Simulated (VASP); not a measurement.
SnSe2, 6 atoms in the cell. Symmetry: P-3m1, No. 164, trigonal system. The conventional cell has a = 3.811 Å, b = 3.811 Å, c = 13.774 Å, α = 90.00°, β = 90.00°, γ = 120.00°. Within 3.5 Å of Sn (site symmetry 3m) lie 6 Se at 2.68 Å. Se (site symmetry 3m) has 3 Sn at 2.68 Å within 3.5 Å. Se (site symmetry 3m) has 3 Sn at 2.68 Å within 3.5 Å.  This cell differs from its parent crystal: the distance across one plane changed.

```yaml
Program: VASP 6.6.1
Task: single point
Functional: PBE
Dispersion: D3(BJ)
Potentials_or_basis: VASP PAW PBE potentials, release 64 (Sn_d, Se)
Cutoff: 520 eV
k_mesh: 8 × 8 × 3
Occupations: gaussian, width 0.05 eV
Spin: no spin polarisation
Dipole_correction: no
Further_INCAR_settings: ALGO = Normal; EDIFF = 1e-07; NBANDS = 35
```

Potentials or basis: VASP PAW PBE potentials, release 64 (Sn_d, Se).

The run is started by

```sh
$ cat potpaw_PBE.64/Sn_d/POTCAR potpaw_PBE.64/Se/POTCAR > POTCAR
$ mpirun -np 1 vasp_std > vasp.out
```

Hardware: 1 thread of Intel Xeon 8259CL, with other jobs on the host.

Estimate the wall time of this run.

It took 3.5 min on 1 thread of Intel Xeon 8259CL, with other jobs on the host, peak memory 0.35 GiB. Counts: scf iterations 14, k points 25.
